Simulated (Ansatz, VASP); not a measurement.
One calculation of NaCl, two programs

```
Na Cl
1.0
     0.00000    3.11492    2.83175
     2.54858    0.00000    2.83175
     2.54858    3.11492    0.00000
Na Cl
1 1
Direct
  0.00000 0.00000 0.00000
  0.50000 0.50000 0.50000
```

Change from the starting cell: strain -0.1000 x Voigt [1, -1, 0, 0, 0, 0], atoms carried along.

Alike in both runs: task single point; functional PBEsol; k mesh 8 × 8 × 8; occupations gaussian, width 0.05 eV; no spin polarisation.

```csv
,VASP,Ansatz
version,VASP 6.6.1,Ansatz 0.2.0
potentials or method,"VASP PAW PBE potentials, release 64 (Na_pv, Cl), cutoff 520 eV","scalar-relativistic, plane waves, PAW"
valence electrons in the cell,14,16
```

VASP gave:

| Quantity | Value |
| --- | --- |
| gap on the k mesh at the Fermi level (eV) | 4.90 |
| least direct gap on the mesh (eV) | 4.90 |
| pressure (GPa) | 1.5 |
| traceless stress, the component that is largest in VASP (GPa) | 5.58 |

Task: Estimate Ansatz's values.

Result: gap on the k mesh at the Fermi level (eV): 4.90; least direct gap on the mesh (eV): 4.90; pressure (GPa): 1.4; traceless stress, the component that is largest in VASP (GPa): 5.47.

VASP's potentials were made for PBE, not for PBEsol. VASP's potentials hold 14 valence electrons a cell and Ansatz's 16, so a difference there can come from the potentials and not from the codes.
